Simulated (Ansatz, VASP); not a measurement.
**PbS: VASP beside Ansatz**

Contents of INCAR:

```
SYSTEM = PbS
PREC = Accurate
ENCUT = 520
EDIFF = 1E-6
ISMEAR = 0
SIGMA = 0.01
LREAL = .False.
LASPH = .True.
NELM = 60
ALGO = Normal
ISIF = 2
LWAVE = .False.
LCHARG = .False.
GGA = PE
IBRION = 2
NSW = 60
EDIFFG = -0.02
```

KPOINTS

```
Automatic mesh
0
Gamma
  5 5 5
  0 0 0
```

POSCAR

```
PbS
1.0
    0.0000000000      2.9657500000      2.9657500000
    2.9657500000      0.0000000000      2.9657500000
    2.9657500000      2.9657500000      0.0000000000
Pb S
1 1
Direct
   -0.0084695137     -0.0008185192     -0.0094001610
    0.5049909889      0.4797370059      0.5156151601
```

Input for Ansatz:

```yaml
crystal:
  lattice:
    - [0.0, 2.96575, 2.96575]
    - [2.96575, 0.0, 2.96575]
    - [2.96575, 2.96575, 0.0]
  atoms:
    - { symbol: Pb, position: [-0.008469513689533492, -0.0008185192381586503, -0.009400160990025825] }
    - { symbol: S, position: [0.5049909888959084, 0.4797370059393214, 0.5156151600856385] }
basis:
  ecutwfc: 421.77648681281397
kpoints:
  mp_grid:
    grid: [5, 5, 5]
hamiltonian:
  xc: pbe
  pseudopotentials:
    kind: paw
scf:
  convergence:
    dr2_threshold: 1.0e-08
  occupations:
    method: fixed
relax:
  f_tol: 0.02
  max_steps: 40
output:
  dos:
    de: 0.05
    projected: true
```

Alike in both runs: task relaxation of the atoms; functional PBE; k mesh 5 × 5 × 5; no spin polarisation.

|  | VASP | Ansatz |
| --- | --- | --- |
| version | VASP 6.6.1 | Ansatz 0.2.0 |
| potentials or method | VASP PAW PBE potentials, release 64 (Pb_d, S), cutoff 520 eV | plane waves, PAW |
| occupations | gaussian, width 0.01 eV | fixed |
| valence electrons in the cell | 20 | 20 |

```tsv
	VASP	Ansatz	Ansatz less VASP
gap on the k mesh at the Fermi level, each at its own relaxed structure (eV)	1.30	1.30	-0.002
```

Spin-orbit coupling is off throughout.
